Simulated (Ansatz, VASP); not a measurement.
**FeCuTe3 in VASP and in Ansatz**

```
Fe Cu Te
1.0
     5.13562    0.00000    0.00000
     0.00000    5.13562    0.00000
     0.00000    0.00000    5.13562
Fe Cu Te
1 1 3
Cartesian
  0.0000 0.0000 0.0000
  2.5678 2.5678 2.5678
  0.0000 2.5678 2.5678
  2.5678 0.0000 2.5678
  2.5678 2.5678 0.0000
```

Alike in both runs: functional r2SCAN; k mesh 4 × 4 × 4; occupations gaussian, width 0.1 eV; collinear spin.

Ansatz relaxed the structure, and its values are those at the end. VASP's run is a single point on that final structure, the one shown.

|  | VASP | Ansatz |
| --- | --- | --- |
| version | VASP 6.6.1 | Ansatz 0.2.0 |
| potentials or method | VASP PAW PBE potentials, release 64 (Fe, Cu, Te), cutoff 520 eV | scalar-relativistic, plane waves, PAW |
| valence electrons in the cell | 37 | 83 |

```csv
,VASP,Ansatz,Ansatz less VASP
gap on the k mesh at the Fermi level (eV),none,none,-
pressure (GPa),0.2,0.2,0.00
net moment per atom (μB),0.75,0.76,+0.006
size of the moment on the site where the two differ most (μB),3.47,3.64,+0.166
```

VASP's potentials were made for PBE, not for r2SCAN. Site moments also hang on the region over which each program counts them. A gap of «none» marks a metal or a gap that the smearing closes. VASP's potentials hold 37 valence electrons a cell and Ansatz's 83, so a difference there can come from the potentials and not from the codes.

Spin-orbit coupling is off throughout.
